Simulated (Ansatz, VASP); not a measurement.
## One calculation of SrO, two programs

INCAR

```
ALGO = Normal ; EDIFF = 1E-7
ENCUT = 520 ; GGA = PE
ISIF = 2 ; ISMEAR = 0
LASPH = True ; LCHARG = False
LREAL = False ; LWAVE = False
NBANDS = 15 ; NELM = 100
PREC = Accurate ; SIGMA = 0.02
```

Contents of KPOINTS:

```
k-points
0
Gamma
  8 8 8
```

Contents of POSCAR:

```
SrO
1.0
    0.0000000000      2.6812165524      2.6812165524
    2.6812165524      0.0000000000      2.6812165524
    2.6812165524      2.6812165524      0.0000000000
Sr O
1 1
Direct
    0.5000000000      0.5000000000      0.5000000000
    0.0000000000      0.0000000000      0.0000000000
```

Input for Ansatz:

```yaml
crystal:
  lattice:
    - [0.0, 2.6812165524, 2.6812165524]
    - [2.6812165524, 0.0, 2.6812165524]
    - [2.6812165524, 2.6812165524, 0.0]
  atoms:
    - { symbol: Sr, position: [0.5, 0.5, 0.5] }
    - { symbol: O, position: [0.0, 0.0, 0.0] }
basis:
  ecutwfc: 420
kpoints:
  mp_grid: { grid: [8, 8, 8] }
hamiltonian:
  xc: pbe
scf:
  occupations: { method: gaussian, width: 0.02 }
output:
  forces: true
  stress: true
  eigenvalues: true
```

Alike in both runs: task single point; functional PBE; k mesh 8 × 8 × 8; occupations gaussian, width 0.02 eV; no spin polarisation.

|  | VASP | Ansatz |
| --- | --- | --- |
| version | VASP 6.6.1 | Ansatz 0.2.0 |
| potentials or method | VASP PAW PBE potentials, release 64 (Sr_sv, O), cutoff 520 eV | scalar-relativistic, plane waves, PAW |
| valence electrons in the cell | 16 | 16 |

|  | VASP | Ansatz | Ansatz less VASP |
| --- | --- | --- | --- |
| gap on the k mesh at the Fermi level (eV) | 3.15 | 3.17 | +0.017 |
| least direct gap on the mesh (eV) | 3.15 | 3.17 | +0.017 |
| pressure (GPa) | -6.2 | -6.5 | -0.32 |

With one functional, cell and mesh, what is left measures potentials, basis and numerics.
